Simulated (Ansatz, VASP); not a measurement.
# KBr: VASP beside Ansatz

The input INCAR:

```
SYSTEM = KBr
PREC     = Accurate       ! precision mode
ENCUT    = 520            ! plane-wave cutoff, eV
EDIFF    = 1E-6           ! SCF threshold, eV
ISMEAR   = 0              ! smearing method
SIGMA    = 0.05           ! smearing width, eV
LREAL    = .False.        ! projectors in reciprocal space
LASPH    = .True.         ! aspherical terms in the spheres
NELM     = 100            ! most SCF steps
ALGO     = Normal         ! electronic algorithm
ISIF     = 2              ! what is computed and relaxed
LWAVE    = .False.        ! write WAVECAR
LCHARG   = .False.        ! write CHGCAR
GGA      = PE             ! functional
NBANDS   = 42             ! bands
```

KPOINTS

```
Automatic mesh
0
Gamma
  4 4 4
  0 0 0
```

POSCAR

```
KBr
1.0
    6.6995574579      0.0000000000      0.0000000000
    0.0000000000     -6.6995574579      0.0000000000
    0.0000000000      0.0000000000     -6.6995574579
K Br
4 4
Direct
    0.0000000000      1.0000000000      1.0000000000
    0.5000000000      0.5000000000      1.0000000000
    0.5000000000      1.0000000000      0.5000000000
    0.0000000000      0.5000000000      0.5000000000
    0.5000000000      0.0000000000      0.0000000000
    0.0000000000      0.5000000000      0.0000000000
    0.0000000000      0.0000000000      0.5000000000
    0.5000000000      0.5000000000      0.5000000000
```

Input for Ansatz:

```yaml
crystal:
  lattice:
    - [6.6995574579, 0.0, 0.0]
    - [0.0, -6.6995574579, 0.0]
    - [0.0, 0.0, -6.6995574579]
  atoms:
    - { symbol: K, position: [0.0, 1.0, 1.0] }
    - { symbol: K, position: [0.5, 0.5, 1.0] }
    - { symbol: K, position: [0.5, 1.0, 0.5] }
    - { symbol: K, position: [0.0, 0.5, 0.5] }
    - { symbol: Br, position: [0.5, 0.0, 0.0] }
    - { symbol: Br, position: [0.0, 0.5, 0.0] }
    - { symbol: Br, position: [0.0, 0.0, 0.5] }
    - { symbol: Br, position: [0.5, 0.5, 0.5] }
basis:
  ecutwfc: 420
kpoints:
  mp_grid: { grid: [4, 4, 4] }
hamiltonian:
  xc: pbe
scf:
  occupations: { method: gaussian, width: 0.05 }
output:
  forces: true
  stress: true
  eigenvalues: true
  write_density: true
  write_potential: true
  elf: true
  volumetric_format: npy
```

Alike in both runs: task single point; functional PBE; k mesh 4 × 4 × 4; occupations gaussian, width 0.05 eV; no spin polarisation.

|  | VASP | Ansatz |
| --- | --- | --- |
| version | VASP 6.6.1 | Ansatz 0.2.0 |
| potentials or method | VASP PAW PBE potentials, release 64 (K_sv, Br), cutoff 520 eV | scalar-relativistic, plane waves, PAW |
| valence electrons in the cell | 64 | 64 |

Ansatz gave:

| Property | Result |
| --- | --- |
| gap on the k mesh at the Fermi level (eV) | 4.32 |
| least direct gap on the mesh (eV) | 4.32 |
| pressure (GPa) | 0.0 |

Task: What did VASP give for the same quantities?

Result: gap on the k mesh at the Fermi level (eV): 4.32; least direct gap on the mesh (eV): 4.32; pressure (GPa): 0.1.
